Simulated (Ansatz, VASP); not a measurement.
# One calculation of KBr, two programs

```
K Br
1.0
     4.04350    0.00000    0.00000
     0.00000    4.04350    0.00000
     0.00000    0.00000    4.04350
K Br
1 1
Direct
  0.94754 0.94754 0.00000
  0.50000 0.50000 0.50000
```

Alike in both runs: task single point; functional LDA; k mesh 6 × 6 × 6; occupations gaussian, width 0.05 eV; no spin polarisation.

|  | VASP | Ansatz |
| --- | --- | --- |
| version | VASP 6.6.1 | Ansatz 0.2.0 |
| potentials or method | VASP PAW LDA potentials, release 64 (K_sv, Br), cutoff 520 eV | scalar-relativistic, plane waves, PAW |
| valence electrons in the cell | 16 | 16 |

```csv
,VASP,Ansatz,Ansatz less VASP
gap on the k mesh at the Fermi level (eV),3.52,3.51,-0.009
least direct gap on the mesh (eV),3.77,3.76,-0.010
pressure (GPa),-2.2,-2.2,-0.04
"traceless stress, the component that is largest in VASP (GPa)",0.37,0.36,-0.008
rms of the force components (eV/Å),0.072,0.068,-0.0032
```

LDA's correlation is that of Perdew and Zunger in VASP and of Perdew and Wang (1992) in Ansatz. Atom by atom the forces differ by 0.003 eV/Å (rms over components).
